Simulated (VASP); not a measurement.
A run of VASP 6.6.1:

The input POSCAR:

```
Si
1.0
   -3.2940563578      3.3606029508      1.9218805230
    3.2940563578     -3.3606029508      1.9218805230
    3.2940563578      3.3606029508     -1.9218805230
Si
4
Direct
    0.1787531995      0.1787531995      0.3575063991
    0.8212468005      0.8212468005      0.6424936010
    0.1787531995      0.8212468005      0.0000000000
    0.8212468005      0.1787531995      0.0000000000
```

File INCAR.step1:

```
SYSTEM = Si
ALGO = Normal ; EDIFF = 1E-4
ENCUT = 520 ; GGA = PE
ISMEAR = 0 ; LASPH = .TRUE.
LCHARG = .FALSE. ; LREAL = .FALSE.
LWAVE = .TRUE. ; NBANDS = 16
NELM = 80 ; PREC = Accurate
SIGMA = 0.05
```

The input INCAR.step2:

```
SYSTEM = Si
ALGO = Normal ; EDIFF = 1E-7
ENCUT = 520 ; ISIF = 2
ISMEAR = 0 ; ISTART = 1
LASPH = .TRUE. ; LCHARG = .TRUE.
LELF = .TRUE. ; LMIXTAU = .TRUE.
LREAL = .FALSE. ; LVHAR = .TRUE.
LWAVE = .FALSE. ; METAGGA = R2SCAN
NBANDS = 16 ; NELM = 80
PREC = Accurate ; SIGMA = 0.05
```

KPOINTS

```
k-points
0
G
  10 10 10
  0 0 0
```

Potentials or basis: VASP PAW PBE potentials, release 64 (Si).

Launch:

```bash
$ cat potpaw_PBE.64/Si/POTCAR > POTCAR
$ cp INCAR.step1 INCAR
$ mpirun -np 1 vasp_std > vasp.out
$ cp INCAR.step2 INCAR
$ mpirun -np 1 vasp_std > vasp.out
```

Hardware: 1 thread of Intel(R) Xeon(R) Platinum 8488C (Sapphire Rapids), on a shared host.

**Question.** How long does it take, and how much memory?

**Answer.** Run time: 11 min on 1 thread of Intel(R) Xeon(R) Platinum 8488C (Sapphire Rapids), with other jobs on the host, peak memory 0.35 GiB. Counts: k points 171.
